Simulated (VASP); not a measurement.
## MoS2: single point with PBE

MoS2:

```xyz
6
Lattice="3.1856 0.0000 0.0000 -1.5928 2.8829 0.0000 0.0000 0.0000 14.5105" Properties=species:S:1:pos:R:3 pbc="T T T"
Mo    0.0000    1.9220    3.6276
Mo    1.5928    0.9610   10.8828
S     0.0000    1.9220    9.3203
S     1.5928    0.9610    2.0651
S     0.0000    1.9220   12.4454
S     1.5928    0.9610    5.1902
```

This cell differs from its parent crystal: strain +0.0450 x Voigt [0, 1, 0, 0, 0, 0].

- Program: VASP 6.6.1
- Task: single point
- Functional: PBE
- Potentials or basis: VASP PAW PBE potentials, release 64 (Mo_sv, S)
- Cutoff: 520 eV
- k mesh: 12 × 12 × 2
- Occupations: gaussian, width 0.05 eV
- Spin: no spin polarisation
- Dipole correction: no
- Further INCAR settings: ALGO = Normal; EDIFF = 1e-06; NBANDS = 35

- Pressure: -4.7 GPa
- Largest force: 0.421 eV/Å
- Band gap on the k mesh: 1.10 eV (least direct gap 1.46 eV)

Forces in eV/Å, atoms in the order of the input:
```
Mo   0.000  0.167  0.000
Mo   0.000 -0.167  0.000
S    0.000  0.084  0.413
S    0.000 -0.084  0.413
S    0.000  0.084 -0.413
S    0.000 -0.084 -0.413
```

Stress tensor (GPa, compression positive):
```
-2.74  0.00  0.00
 0.00 -8.23  0.00
 0.00  0.00 -3.14
```

Levels at points of the mesh, in eV from the valence-band top:
| k point | band 22 | band 23 | band 24 | band 25 | band 26 | band 27 | band 28 | band 29 | band 30 | band 31 |
| --- | --- | --- | --- | --- | --- | --- | --- | --- | --- | --- |
| (0.00, 0.00, 0.00) | -1.82 | -1.81 | -1.55 | -0.40 | 0.00 | 2.06 | 2.06 | 2.32 | 2.34 | 2.41 |
| (0.50, 0.00, 0.00) | -2.02 | -1.57 | -1.55 | -0.87 | -0.86 | 1.61 | 1.62 | 2.22 | 2.28 | 3.18 |
| (0.00, 0.50, 0.00) | -2.15 | -1.21 | -1.20 | -1.04 | -1.02 | 1.69 | 1.69 | 2.07 | 2.11 | 3.26 |
| (0.00, 0.00, 0.50) | -1.86 | -1.81 | -1.81 | -0.16 | -0.16 | 2.06 | 2.06 | 2.33 | 2.33 | 2.41 |
| (0.50, 0.00, 0.50) | -2.03 | -1.56 | -1.56 | -0.86 | -0.86 | 1.62 | 1.62 | 2.25 | 2.25 | 3.31 |
| (0.00, 0.50, 0.50) | -2.16 | -1.20 | -1.20 | -1.03 | -1.03 | 1.69 | 1.69 | 2.09 | 2.09 | 3.39 |

Run time: 4.7 min on 1 thread of Intel(R) Xeon(R) Platinum 8488C (Sapphire Rapids), with other jobs on the host, peak memory 0.44 GiB.

Caveat: the cell differs from its parent crystal (strain +0.0450 x Voigt [0, 1, 0, 0, 0, 0]); the stress differs along the axes, from -8 to -3 GPa; this functional lacks dispersion, which binds layers or chains, so the pressure and a relaxed spacing across them are unreliable. A k mesh can miss the band edges.
